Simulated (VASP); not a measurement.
Here is a VASP 6.6.1 calculation.

File POSCAR:

```
Ge
1.0
   -1.6084200000      1.6084200000      1.8731800000
    1.6084200000     -1.6084200000      1.8731800000
    1.6084200000      1.6084200000     -1.8731800000
Ge
1
Direct
    0.5000000000      0.5000000000      0.0000000000
```

File INCAR.step1:

```
ALGO     = Normal         # electronic algorithm
EDIFF    = 1E-5           # SCF threshold, eV
ENCUT    = 520            # plane-wave cutoff, eV
GGA      = PE             # functional
ISIF     = 2              # what is computed and relaxed
ISMEAR   = -1             # smearing method
LASPH    = True           # aspherical terms in the spheres
LCHARG   = False          # write CHGCAR
LREAL    = False          # projectors in reciprocal space
LWAVE    = True           # write WAVECAR
NBANDS   = 13             # bands
NELM     = 100            # most SCF steps
PREC     = Accurate       # precision mode
SIGMA    = 0.05           # smearing width, eV
```

INCAR.step2

```
AEXX     = 0.25           # exact-exchange fraction
ALGO     = Normal         # electronic algorithm
EDIFF    = 1E-7           # SCF threshold, eV
ENCUT    = 520            # plane-wave cutoff, eV
GGA      = PS             # functional
ISIF     = 2              # what is computed and relaxed
ISMEAR   = -1             # smearing method
ISTART   = 1            
LASPH    = True           # aspherical terms in the spheres
LCHARG   = False          # write CHGCAR
LHFCALC  = True           # exact exchange
LREAL    = False          # projectors in reciprocal space
LWAVE    = False          # write WAVECAR
NBANDS   = 13             # bands
NELM     = 100            # most SCF steps
PREC     = Accurate       # precision mode
PRECFOCK = Normal       
SIGMA    = 0.05           # smearing width, eV
```

The input KPOINTS:

```
k-points
0
Gamma
  6 6 6
```

Potentials or basis: VASP PAW PBE potentials, release 64 (Ge_d).

The run is started by

```bash
$ cat potpaw_PBE.64/Ge_d/POTCAR > POTCAR
$ cp INCAR.step1 INCAR
$ mpirun -np 1 vasp_std > vasp.out
$ cp INCAR.step2 INCAR
$ mpirun -np 1 vasp_std > vasp.out
```

(1) Predict the band gap on the k mesh.

(2) Estimate the pressure.

## Answers

(1) zero (bands 7 and 8 overlap by 13.45 eV).

(2) -3.8 GPa.

Caveat: the k points lie up to 0.43 Å⁻¹ apart, too coarse for converged energies and pressures of a metal; the PAW data sets were made with another functional, which shifts forces and pressure a little.
